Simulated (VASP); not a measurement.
# Mo4C3 (R-3m) in VASP: further runs

Mo4C3 is run at these levels: PBE; tasks: single point.

All numbers are computed with VASP 6.6.1; they aren't measurements. Logs are shortened: lines on timing, memory, paths and dates and some standing lists are left out, and cuts for length are marked.

## Step 1: The cell of the first run

The structure is trigonal, space group R-3m (No. 166). The conventional cell has a = 3.097 Å, b = 3.097 Å, c = 29.143 Å, α = 90.00°, β = 90.00°, γ = 120.00°. Mo (site symmetry 3m) has 6 C at 2.21 to 2.22 Å and 12 Mo at 2.93 to 3.17 Å within 3.2 Å. Within 2.7 Å of Mo (site symmetry 3m) lie 3 C at 2.06 Å. C (site symmetry 3m) has 6 Mo at 2.06 to 2.21 Å within 2.7 Å. C (site symmetry -3m) has 6 Mo at 2.22 Å within 2.9 Å.

## Step 2: Single point, PBE

The input, INCAR:

```
SYSTEM = Mo4C3
PREC = Accurate
ENCUT = 520
EDIFF = 1E-6
ISMEAR = 0
SIGMA = 0.1
LREAL = .FALSE.
LASPH = .TRUE.
NELM = 80
ALGO = Normal
ISIF = 2
LWAVE = .FALSE.
LCHARG = .FALSE.
GGA = PE
NBANDS = 43
```

The input, KPOINTS:

```
regular mesh
0
G
  6 6 6
  0 0 0
```

The input, POSCAR:

```
Mo4C3
1.0
    1.5484908500      0.8940216100      9.7144556000
   -1.5484908500      0.8940216100      9.7144556000
    0.0000000000     -1.7880432100      9.7144556000
Mo C
4 3
Direct
    0.8782230000      0.8782230000      0.8782230000
    0.1217770000      0.1217770000      0.1217770000
    0.3753970000      0.3753970000      0.3753970000
    0.6246030000      0.6246030000      0.6246030000
    0.2560229900      0.2560229900      0.2560229900
    0.5000000000      0.5000000000      0.5000000000
    0.7439770100      0.7439770100      0.7439770100
```

Potentials or basis: VASP PAW PBE potentials, release 64 (Mo_sv, C).

On the command line:

```
$ cat potpaw_PBE.64/Mo_sv/POTCAR potpaw_PBE.64/C/POTCAR > POTCAR
$ mpirun -np 1 vasp_std > vasp.out
```

OUTCAR:

```text
SYSTEM = Mo4C3
   PREC = Accurate
   ENCUT = 520
   EDIFF = 1E-6
   ISMEAR = 0
   LREAL = .FALSE.
   LASPH = .TRUE.
   NELM = 80
   ISIF = 2
   GGA = PE

 ion  position               nearest neighbor table
   1  0.878  0.878  0.878-   5 2.21   5 2.21   5 2.21   6 2.22   6 2.22   6 2.22   4 2.93   4 2.93
                             4 2.93   2 3.17   2 3.17   2 3.17
   2  0.122  0.122  0.122-   7 2.21   7 2.21   7 2.21   6 2.22   6 2.22   6 2.22   3 2.93   3 2.93
                             3 2.93   1 3.17   1 3.17   1 3.17
   3  0.375  0.375  0.375-   7 2.06   7 2.06   7 2.06   2 2.93   2 2.93   2 2.93   4 3.03   4 3.03
                             4 3.03
   4  0.625  0.625  0.625-   5 2.06   5 2.06   5 2.06   1 2.93   1 2.93   1 2.93   3 3.03   3 3.03
                             3 3.03
   5  0.256  0.256  0.256-   4 2.06   4 2.06   4 2.06   1 2.21   1 2.21   1 2.21
   6  0.500  0.500  0.500-   2 2.22   1 2.22   2 2.22   2 2.22   1 2.22   1 2.22
   7  0.744  0.744  0.744-   3 2.06   3 2.06   3 2.06   2 2.21   2 2.21   2 2.21

  LATTYP: Found a trigonal (rhomboedric) cell.
 ALAT       =     9.8776386933
 COS(alpha) =     0.9508480210

  Lattice vectors:

 A1 = (   1.5484908500,   0.8940216100,   9.7144556000)
 A2 = (  -1.5484908500,   0.8940216100,   9.7144556000)
 A3 = (   0.0000000000,  -1.7880432100,   9.7144556000)

Analysis of symmetry for initial positions (statically):
=====================================================================
 Subroutine PRICEL returns:
 Original cell was already a primitive cell.

 Routine SETGRP: Setting up the symmetry group for a
 trigonal (rhombohedral) supercell.

 Subroutine GETGRP returns: Found 12 space group operations
 (whereof 12 operations were pure point group operations)
 out of a pool of 12 trial point group operations.

The static configuration has the point symmetry D_3d.

Analysis of symmetry for dynamics (positions and initial velocities):
=====================================================================
 Subroutine PRICEL returns:
 Original cell was already a primitive cell.

 Routine SETGRP: Setting up the symmetry group for a
 trigonal (rhombohedral) supercell.

 Subroutine GETGRP returns: Found 12 space group operations
 (whereof 12 operations were pure point group operations)
 out of a pool of 12 trial point group operations.

The dynamic configuration has the point symmetry D_3d.

 Subroutine INISYM returns: Found 12 space group operations
 (whereof 12 operations are pure point group operations),
 and found     1 'primitive' translations

----------------------------------------------------------------------------------------

                                     Primitive cell

  volume of cell :      80.6912

  direct lattice vectors                    reciprocal lattice vectors
     1.548490850  0.894021610  9.714455600     0.322895030  0.186423533  0.034313125
    -1.548490850  0.894021610  9.714455600    -0.322895030  0.186423533  0.034313125
     0.000000000 -1.788043210  9.714455600     0.000000000 -0.372847066  0.034313126

  length of vectors
     9.877638693  9.877638693  9.877638692     0.374422655  0.374422655  0.374422656

  position of ions in fractional coordinates (direct lattice)
     0.878223000  0.878223000  0.878223000
     0.121777000  0.121777000  0.121777000
     0.375397000  0.375397000  0.375397000
     0.624603000  0.624603000  0.624603000
     0.256022990  0.256022990  0.256022990
     0.500000000  0.500000000  0.500000000
     0.743977010  0.743977010  0.743977010

  ion indices of the primitive-cell ions
   primitive index   ion index
                 1           1
                 2           2
                 3           3
                 4           4
                 5           5
                 6           6
                 7           7

----------------------------------------------------------------------------------------

 KPOINTS: regular mesh

Automatic generation of k-mesh.
 Grid dimensions read from file:
 generate k-points for:    6    6    6

 Generating k-lattice:

  Cartesian coordinates                     Fractional coordinates (reciprocal lattice)
     0.053815838  0.031070589  0.005718854     0.166666667 -0.000000000 -0.000000000
    -0.053815838  0.031070589  0.005718854    -0.000000000  0.166666667 -0.000000000
     0.000000000 -0.062141178  0.005718854     0.000000000  0.000000000  0.166666667

  Length of vectors
     0.062403776  0.062403776  0.062403776

  Shift w.r.t. Gamma in fractional coordinates (k-lattice)
     0.000000000  0.000000000  0.000000000

 Subroutine IBZKPT returns following result:
 ===========================================

 Found     32 irreducible k-points:

 Following reciprocal coordinates:
            Coordinates               Weight
  0.000000  0.000000  0.000000      1.000000
  0.166667 -0.000000 -0.000000      6.000000
  0.333333 -0.000000 -0.000000      6.000000
  0.500000 -0.000000 -0.000000      3.000000
  0.166667  0.166667 -0.000000      6.000000
  0.333333  0.166667 -0.000000     12.000000
[... 16 lines left out ...]
  0.500000  0.500000  0.166667      6.000000
 -0.333333  0.500000  0.166667     12.000000
 [... further k-points ...]
   k-points           NKPTS =     32   k-points in BZ     NKDIM =     32   number of bands    NBANDS=     43
   number of dos      NEDOS =    301   number of ions     NIONS =      7
   total plane-waves  NPLWV = 512000
   dimension x,y,z NGX =    80 NGY =   80 NGZ =   80
   dimension x,y,z NGXF=   160 NGYF=  160 NGZF=  160
   ions per type =               4   3
   NGX,Y,Z   is equivalent  to a cutoff of  13.46, 13.46, 13.46 a.u.
   NGXF,Y,Z  is equivalent  to a cutoff of  26.93, 26.93, 26.93 a.u.
 SYSTEM =  Mo4C3
   PREC   = accura    normal or accurate (medium, high low for compatibility)
   ISTART =      0    job   : 0-new  1-cont  2-samecut
   ICHARG =      2    charge: 1-file 2-atom 10-const
   ISPIN  =      1    spin polarized calculation?
   LNONCOLLINEAR =      F non collinear calculations
   LSORBIT =      F    spin-orbit coupling
   LASPH  =      T    aspherical Exc in radial PAW
   ENCUT  =  520.0 eV  38.22 Ry    6.18 a.u.  18.37 18.37 18.37*2*pi/ulx,y,z
   NELM   =     80;   NELMIN=  2; NELMDL= -5     # of ELM steps
   EDIFF  = 0.1E-05   stopping-criterion for ELM
   LREAL  =      F    real-space projection
   EDIFFG = 0.1E-04   stopping-criterion for IOM
   NSW    =      0    number of steps for IOM
   IBRION =     -1    ionic relax: 0-MD 1-quasi-New 2-CG
   NFREE  =      0    steps in history (QN), initial steepest desc. (CG)
   ISIF   =      2    stress and relaxation
   ISYM   =      2    0-nonsym 1-usesym 2-fastsym
   POTIM  = 0.5000    time-step for ionic-motion
   TEBEG  =    0.0;   TEEND  =   0.0 temperature during run
   PSTRESS=    0.0 pullay stress
   NELECT =      68.0000    total number of electrons
   NUPDOWN=      -1.0000    fix difference up-down
   EMIN   =  10.00;   EMAX   =-10.00  energy-range for DOS
   EFERMI =   0.00;   METHOD = LEGACY
   ISMEAR =     0;   SIGMA  =   0.10  broadening in eV -4-tet -1-fermi 0-gaus
   EFERMI_NEDOS =   21; number of points for ismear=-14 and -15
   IALGO  =     38    algorithm
   IMIX   =      4    mixing-type and parameters
     AMIX     =   0.40;   BMIX     =  1.00
     AMIX_MAG =   1.60;   BMIX_MAG =  1.00
  volume/ion in A,a.u.               =      11.53        77.79
  Fermi-wavevector in a.u.,A,eV,Ry     =   1.546331  2.922141 32.533411  2.391138
  Thomas-Fermi vector in A             =   2.651582
   LORBIT       =      0    0 simple, 1 ext, 2 COOP (PROOUT), +10 PAW based schemes
   GGA     = PE    functional components
   LHFCALC =     F    Hartree Fock is set to
   AEXX    =    0.0000 exact exchange contribution
   IVDW    =     0    specifies the selected vdW correction
   LEPSILON=     F    determine dielectric tensor
   LRPA    =     F    only Hartree local field effects (RPA)
 non-spin polarized calculation
 Gauss-broadening in eV      SIGMA  =   0.10
  energy-cutoff  :      520.00
  volume of cell :       80.69
 maximum number of plane-waves:      2206
 NGX is ok and might be reduce to    80
   NGX = 37   NGY = 37   NGZ = 37

 number of electron      68.0000002 magnetization

 Free energy of the ion-electron system (eV)
  ---------------------------------------------------
  ext. energy  EPLUGINS =         0.00000000
  ---------------------------------------------------
  free energy    TOTEN  =       -70.99303835 eV

  energy without entropy =      -70.96200964  energy(sigma->0) =      -70.97752399

 E-fermi :  12.3383     XC(G=0): -13.2864

 val. band max:       12.3257378515   @ k =  -0.1667   0.3333   0.1667
 cond. band min:      12.3606539835   @ k =  -0.3333   0.1667   0.0000
 fundamental gap:      0.0349161320
 Fermi energy:        12.3383269706

 k-point     1 :       0.0000    0.0000    0.0000
  band No.  band energies     occupation
      1     -49.8252      2.00000
      2     -49.7949      2.00000
      3     -49.0900      2.00000
      4     -49.0440      2.00000
      5     -24.2406      2.00000
      6     -23.9741      2.00000
[... 35 lines left out ...]
     42      14.7715      0.00000
     43      14.7741      0.00000

 k-point     2 :       0.1667   -0.0000   -0.0000
  band No.  band energies     occupation
      1     -49.8096      2.00000
      2     -49.7828      2.00000
      3     -49.0741      2.00000
      4     -49.0335      2.00000
      5     -24.1940      2.00000
      6     -23.9795      2.00000
[... 35 lines left out ...]
     42      14.2797      0.00000
     43      15.4689      0.00000

 k-point     3 :       0.3333   -0.0000   -0.0000
  band No.  band energies     occupation
      1     -49.7771      2.00000
      2     -49.7596      2.00000
      3     -49.0407      2.00000
      4     -49.0141      2.00000
      5     -24.1202      2.00000
      6     -24.1046      2.00000
[... 919 lines left out ...]
      6     -24.1057      2.00000
[... 35 lines left out ...]
     42      14.6259      0.00000
     43      15.6276      0.00000

 k-point    24 :      -0.3333    0.5000    0.1667
  band No.  band energies     occupation
      1     -49.7594      2.00000
      2     -49.7493      2.00000
      3     -49.0218      2.00000
      4     -49.0065      2.00000
      5     -24.1567      2.00000
      6     -24.1251      2.00000
[... 35 lines left out ...]
     42      15.2786      0.00000
     43      15.5545      0.00000

 [... further k-points ...]

------------------------ aborting loop because EDIFF is reached ----------------------------------------

  FORCE on cell =-STRESS in cart. coord.  units (eV):
  Direction    XX          YY          ZZ          XY          YZ          ZX
  --------------------------------------------------------------------------------------
  -------------------------------------------------------------------------------------
  Total       -0.3873544     -0.3873544     -1.0201487      0.0000000     -0.0000000      0.0000000
  in kB       -7.6911757     -7.6911757    -20.2557208      0.0000000     -0.0000000      0.0000000
  external PRESSURE =     -11.8793574 kB  Pullay stress =       0.0000000 kB

 VOLUME and BASIS-vectors are now :
 -----------------------------------------------------------------------------
  energy-cutoff  :      520.00
  volume of cell :       80.69
      direct lattice vectors                 reciprocal lattice vectors
     1.548490850  0.894021610  9.714455600     0.322895030  0.186423533  0.034313125
    -1.548490850  0.894021610  9.714455600    -0.322895030  0.186423533  0.034313125
     0.000000000 -1.788043210  9.714455600     0.000000000 -0.372847066  0.034313126

 POSITION                                       TOTAL-FORCE (eV/Angst)
 -----------------------------------------------------------------------------------
      0.00000      0.00000     25.59438         0.000000      0.000000      0.094758
      0.00000      0.00000      3.54899         0.000000     -0.000000     -0.094758
      0.00000      0.00000     10.94033         0.000000      0.000000      0.023043
      0.00000      0.00000     18.20303         0.000000     -0.000000     -0.023043
      0.00000      0.00000      7.46137         0.000000     -0.000000     -0.069014
      0.00000      0.00000     14.57168         0.000000     -0.000000     -0.000000
      0.00000      0.00000     21.68199         0.000000      0.000000      0.069014
 -----------------------------------------------------------------------------------
    total drift:                                0.000000      0.000000      0.000000

  FREE ENERGIE OF THE ION-ELECTRON SYSTEM (eV)
  ---------------------------------------------------
  free  energy   TOTEN  =       -70.9930383462 eV

  energy  without entropy=      -70.9620096391  energy(sigma->0) =      -70.97752399
```

Wall time 10 min (1 thread of Intel Xeon 6975P-C (Granite Rapids), shared host); peak memory 0.93 GiB.

What came out:

| Item | Value |
| --- | --- |
| Free energy | -70.9930 eV |
| Pressure | -1.2 GPa |
| Largest force | 0.095 eV/Å |
| Band gap on the k mesh | zero (bands 34 and 35 overlap by 1.75 eV) |

Forces on the atoms (eV/Å):
```
Mo   0.000  0.000  0.095
Mo   0.000  0.000 -0.095
Mo   0.000  0.000  0.023
Mo   0.000  0.000 -0.023
C    0.000  0.000 -0.069
C    0.000  0.000  0.000
C    0.000  0.000  0.069
```

Levels at points of the mesh, in eV from the Fermi level:
| k point | band 32 | band 33 | band 34 | band 35 | band 36 | band 37 |
| --- | --- | --- | --- | --- | --- | --- |
| (0.00, 0.00, 0.00) | -1.87 | -1.20 | -1.20 | -0.63 | -0.63 | -0.19 |
| (0.50, 0.00, 0.00) | -1.04 | 0.23 | 0.76 | 0.85 | 0.93 | 1.00 |
| (0.50, 0.50, 0.00) | -0.71 | 0.46 | 0.58 | 0.83 | 1.02 | 1.30 |
| (0.50, 0.50, 0.50) | -2.14 | -1.68 | -1.68 | -0.86 | -0.86 | 0.42 |

Caveat: the k points lie up to 0.39 Å⁻¹ apart, too coarse for converged energies and pressures of a metal.

## Step 3: Single point, PBE, collinear spin

Changes to INCAR since step 2:

```diff
@@ -8,3 +8,3 @@
 LASPH = .TRUE.
-NELM = 80
+NELM = 150
 ALGO = Normal
@@ -13,3 +13,7 @@
 LCHARG = .FALSE.
+ISPIN = 2
+MAGMOM = 1 1 1 1 0 0 0
+LORBIT = 11
+LMAXMIX = 4
 GGA = PE
-NBANDS = 43
+NBANDS = 47
```

KPOINTS is that of step 2.

POSCAR is that of step 2.

Potentials or basis: VASP PAW PBE potentials, release 64 (Mo_sv, C).

On the command line:

```
$ cat potpaw_PBE.64/Mo_sv/POTCAR potpaw_PBE.64/C/POTCAR > POTCAR
$ mpirun -np 1 vasp_std > vasp.out
```

Run time: 29 min. Hardware: 1 thread of Intel Xeon 6975P-C (Granite Rapids), shared host; peak memory 1.3 GiB.

Results (log left out):

```yaml
Free_energy: -70.9930 eV
Pressure: -1.2 GPa
Largest_force: 0.095 eV/Å
Band_gap_on_the_k_mesh: zero (filled and empty bands overlap)
Net_moment: 0.00 μB per cell
Valence_electrons_inside_the_program's_atomic_spheres: Mo 12.47, 12.56 (each value once); C 2.44, 2.37 (each value once)
```

Forces on the atoms (eV/Å):
```
Mo   0.000  0.000  0.095
Mo   0.000  0.000 -0.095
Mo   0.000  0.000  0.023
Mo   0.000  0.000 -0.023
C    0.000  0.000 -0.069
C    0.000  0.000  0.000
C    0.000  0.000  0.069
```

Stress tensor (GPa, compression positive):
```
-0.76  0.00  0.00
 0.00 -0.76  0.00
 0.00  0.00 -2.02
```

Levels at points of the mesh, in eV from the Fermi level:
Spin up:
```csv
k point,band 31,band 32,band 33,band 34,band 35,band 36,band 37,band 38
"(0.00, 0.00, 0.00)",-2.44,-1.87,-1.20,-1.20,-0.63,-0.63,-0.19,-0.19
"(0.50, 0.00, 0.00)",-1.45,-1.04,0.23,0.76,0.85,0.93,1.00,1.53
"(0.50, 0.50, 0.00)",-1.68,-0.71,0.46,0.58,0.83,1.02,1.30,1.33
"(0.50, 0.50, 0.50)",-2.28,-2.14,-1.68,-1.68,-0.86,-0.86,0.42,0.52
```
Spin down:
```csv
k point,band 30,band 31,band 32,band 33,band 34,band 35,band 36,band 37,band 38,band 39
"(0.00, 0.00, 0.00)",-2.44,-2.44,-1.87,-1.20,-1.20,-0.63,-0.63,-0.19,-0.19,0.25
"(0.50, 0.00, 0.00)",-2.55,-1.45,-1.04,0.23,0.76,0.85,0.93,1.00,1.53,1.86
"(0.50, 0.50, 0.00)",-2.50,-1.68,-0.71,0.46,0.58,0.83,1.02,1.30,1.33,1.81
"(0.50, 0.50, 0.50)",-2.28,-2.28,-2.14,-1.68,-1.68,-0.86,-0.86,0.42,0.52,0.52
```

Caveat: the k points lie up to 0.39 Å⁻¹ apart, too coarse for converged energies and pressures of a metal.

## Step 4: Single point, PBE

This run uses another cell than the first one, of 11.42 Å³/atom.

The input, INCAR:

```
PREC = Accurate ; ENCUT = 520
EDIFF = 1E-6 ; ISMEAR = 0
SIGMA = 0.1 ; LREAL = F
LASPH = T ; NELM = 80
ALGO = Normal ; ISIF = 2
LWAVE = F ; LCHARG = F
GGA = PE ; NBANDS = 43
```

The input, KPOINTS:

```
regular mesh
0
Gamma
  12 12 12
```

The input, POSCAR:

```
Mo4C3
1.0
    1.5386802553      0.8883574613      9.7491848562
   -1.5386802553      0.8883574613      9.7491848562
    0.0000000000     -1.7767149175      9.7491848566
Mo C
4 3
Direct
    0.8779571058      0.8779571058      0.8779571058
    0.1220428942      0.1220428942      0.1220428942
    0.3748856001      0.3748856001      0.3748856001
    0.6251143999      0.6251143999      0.6251143999
    0.2557318058      0.2557318058      0.2557318058
    0.5000000000      0.5000000000      0.5000000000
    0.7442681942      0.7442681942      0.7442681942
```

On the command line:

```
$ cat potpaw_PBE.64/Mo_sv/POTCAR potpaw_PBE.64/C/POTCAR > POTCAR
$ mpirun -np 1 vasp_std > vasp.out
```

It took 68 min on 1 thread of Intel Xeon 6975P-C (Granite Rapids), shared host; peak memory 1.2 GiB.

The run converged. Its results:

```
Free energy            : -71.0888 eV
Pressure               : 0.5 GPa
Largest force          : 0.016 eV/Å
Band gap on the k mesh : zero (bands 34 and 35 overlap by 1.84 eV)
```

Forces in eV/Å, atoms in the order of the input:
```
Mo   0.000  0.000 -0.004
Mo   0.000  0.000  0.004
Mo   0.000  0.000 -0.016
Mo   0.000  0.000  0.016
C    0.000  0.000  0.000
C    0.000  0.000  0.000
C    0.000  0.000  0.000
```

Levels at points of the mesh, in eV from the Fermi level:
```csv
k point,band 31,band 32,band 33,band 34,band 35,band 36,band 37,band 38
"(0.00, 0.00, 0.00)",-2.41,-1.91,-1.12,-1.12,-0.63,-0.63,-0.25,-0.25
"(0.50, 0.00, 0.00)",-1.47,-1.00,0.22,0.74,0.84,0.92,1.05,1.58
"(0.50, 0.50, 0.00)",-1.68,-0.70,0.33,0.68,0.88,1.12,1.30,1.33
"(0.50, 0.50, 0.50)",-2.26,-2.12,-1.62,-1.62,-0.88,-0.88,0.41,0.47
```

## Step 5: Summary

```csv
spin,cell,k mesh,gap on the mesh (eV),pressure (GPa),largest force (eV/Å)
off,"a = 9.878 Å, angles 18.0°, 7 atoms, atomic positions A",6 × 6 × 6,none,-1.2,0.09
collinear,"a = 9.878 Å, angles 18.0°, 7 atoms, atomic positions A",6 × 6 × 6,none,-1.2,0.09
off,"a = 9.910 Å, angles 17.9°, 7 atoms, atomic positions B",12 × 12 × 12,none,0.5,0.02
```

Alike in all rows: task single point; level PBE; potentials or basis VASP PAW PBE potentials, release 64 (Mo_sv, C); cutoff (eV) 520; smearing gaussian 0.1 eV.

Caveats: some runs use coarse meshes.

Absolute energies hang on the potentials; compare differences alone.

The gap in the log of VASP goes by the Fermi energy; the results here count the filled bands.